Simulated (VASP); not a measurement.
# Mg: electric field gradients with PBEsol

Mg:

```xyz
8
Lattice="-4.8140 2.7793 5.2103 4.8140 -2.7793 5.2103 1.6046 2.7793 -5.2103" Properties=species:S:1:pos:R:3 pbc="T T T"
Mg    0.0000    1.8529    1.3026
Mg    0.0000    1.8529    6.5129
Mg   -3.2093    1.8529    6.5129
Mg    1.6046   -0.9264    6.5129
Mg    1.6047    0.9264    3.9077
Mg    1.6047    0.9264   -1.3026
Mg    3.2093   -1.8529    3.9077
Mg   -1.6046    0.9264    3.9077
```

```yaml
Program: VASP 6.6.1
Task: electric field gradients
Functional: PBEsol
Potentials_or_basis: VASP PAW PBE potentials, release 64 (Mg)
Cutoff: 520 eV
k_mesh: 4 × 4 × 4
Occupations: fermi-dirac, width 0.05 eV
Spin: no spin polarisation
Dipole_correction: no
Further_INCAR_settings: ALGO = Normal; EDIFF = 1e-08; NBANDS = 18
```

```json
{
 "Pressure": "-1.3 GPa",
 "Band gap on the k mesh": "zero (bands 8 and 9 overlap by 2.08 eV)",
 "Largest electric field gradient by atom": "Mg +0.6 V/Å²"
}
```

Forces in eV/Å, atoms in the order of the input:
```
Mg  -0.002  0.001  0.000
Mg  -0.002  0.001  0.000
Mg  -0.002  0.001  0.000
Mg  -0.002  0.001  0.000
Mg   0.002 -0.001  0.000
Mg   0.002 -0.001  0.000
Mg   0.002 -0.001  0.000
Mg   0.002 -0.001  0.000
```

Stress tensor (GPa, compression positive):
```
-1.18  0.11  0.00
 0.11 -1.05  0.00
 0.00  0.00 -1.73
```

Levels at points of the mesh, in eV from the Fermi level:
| k point | band 6 | band 7 | band 8 | band 9 | band 10 | band 11 |
| --- | --- | --- | --- | --- | --- | --- |
| (0.00, 0.00, 0.00) | -0.96 | -0.96 | -0.96 | -0.96 | -0.32 | -0.32 |
| (0.50, 0.00, 0.00) | -2.50 | -0.26 | -0.26 | 1.72 | 1.72 | 1.91 |
| (0.50, 0.50, 0.00) | -1.84 | -0.42 | -0.42 | 0.03 | 0.03 | 2.42 |
| (0.00, 0.00, 0.50) | -3.16 | 1.12 | 1.12 | 1.41 | 1.41 | 1.81 |
| (0.50, 0.50, 0.50) | -1.99 | -0.96 | -0.96 | -0.32 | -0.32 | 2.76 |

Electric field gradients, principal values (V/Å²):
| atom | least | middle | greatest (by size) |
| --- | --- | --- | --- |
| 1 Mg | -0.028 | -0.574 | 0.603 |
| 2 Mg | -0.028 | -0.574 | 0.603 |
| 3 Mg | -0.028 | -0.574 | 0.603 |
| 4 Mg | -0.028 | -0.574 | 0.603 |
| 5 Mg | -0.028 | -0.574 | 0.603 |
| 6 Mg | -0.028 | -0.574 | 0.603 |
| 7 Mg | -0.028 | -0.574 | 0.603 |
| 8 Mg | -0.028 | -0.574 | 0.603 |

It took 64 s on 1 thread of Intel(R) Xeon(R) Platinum 8488C (Sapphire Rapids), on a shared host, peak memory 0.41 GiB.

Caveat: without QUAD_EFG the Cq values of the log hold for a quadrupole moment of 1 mb, not for the nuclei; the PAW data sets were made with another functional, which shifts forces and pressure a little.
